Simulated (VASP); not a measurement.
A run of VASP 6.6.1:

File INCAR:

```
PREC = Accurate ; ENCUT = 750
EDIFF = 1E-6 ; ISMEAR = -1
SIGMA = 0.08 ; LREAL = F
LASPH = T ; NELM = 120
ALGO = Normal ; ISIF = 2
LWAVE = F ; LCHARG = T
GGA = PE ; LELF = T
LVHAR = T ; NBANDS = 12
GGA_COMPAT = F
```

File KPOINTS:

```
regular mesh
0
Gamma
  12 12 12
```

POSCAR

```
LiBr
1.0
    0.0000000000      2.7363030834      2.7363030834
    2.7363030834      0.0000000000      2.7363030834
    2.7363030834      2.7363030834      0.0000000000
Li Br
1 1
Direct
    0.0000000000      0.0000000000      0.0000000000
    0.5000000000      0.5000000000      0.5000000000
```

Potentials or basis: VASP PAW PBE potentials, release 64 (Li_sv, Br).

The run is started by

```bash
$ cat potpaw_PBE.64/Li_sv/POTCAR potpaw_PBE.64/Br/POTCAR > POTCAR
$ mpirun -np 1 vasp_std > vasp.out
```

Hardware: 1 thread of Intel Xeon 8259CL, on a shared host.

Estimate the wall time of this run.

Wall time 61 s on 1 thread of Intel Xeon 8259CL, on a shared host, peak memory 0.23 GiB. Counts: scf iterations 12, k points 72.
